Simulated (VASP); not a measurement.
A run of VASP 6.6.1:

The input POSCAR:

```
Ni
1.0
    0.0000000000      1.7330608651      1.7330608651
    1.7330608651      0.0000000000      1.7330608651
    1.7330608651      1.7330608651      0.0000000000
Ni
1
Direct
    0.0000000000      0.0000000000      0.0000000000
```

The input INCAR.step1:

```
SYSTEM = Ni
  ALGO = Normal
  EDIFF = 1E-4
  ENCUT = 520
  GGA = PE
  ISMEAR = 0
  LASPH = .TRUE.
  LCHARG = .FALSE.
  LREAL = .FALSE.
  LWAVE = .TRUE.
  NBANDS = 11
  NELM = 80
  PREC = Accurate
  SIGMA = 1.0
```

INCAR.step2

```
SYSTEM = Ni
  ALGO = Normal
  EDIFF = 1E-6
  ENCUT = 520
  ISIF = 2
  ISMEAR = 0
  ISTART = 1
  LASPH = .TRUE.
  LCHARG = .FALSE.
  LMIXTAU = .TRUE.
  LREAL = .FALSE.
  LWAVE = .FALSE.
  METAGGA = R2SCAN
  NBANDS = 11
  NELM = 80
  PREC = Accurate
  SIGMA = 1.0
```

File KPOINTS:

```
k-points
0
G
  15 15 15
  0 0 0
```

Potentials or basis: VASP PAW PBE potentials, release 64 (Ni).

Run with:

```console
$ cat potpaw_PBE.64/Ni/POTCAR > POTCAR
$ cp INCAR.step1 INCAR
$ mpirun -np 1 vasp_std > vasp.out
$ cp INCAR.step2 INCAR
$ mpirun -np 1 vasp_std > vasp.out
```

Hardware: 1 thread of Intel(R) Xeon(R) 6975P-C (Granite Rapids) (shared host).

How long does it take, and how much memory?

It took 30 s on 1 thread of Intel(R) Xeon(R) 6975P-C (Granite Rapids) (shared host), peak memory 0.12 GiB. Counts: k points 120.
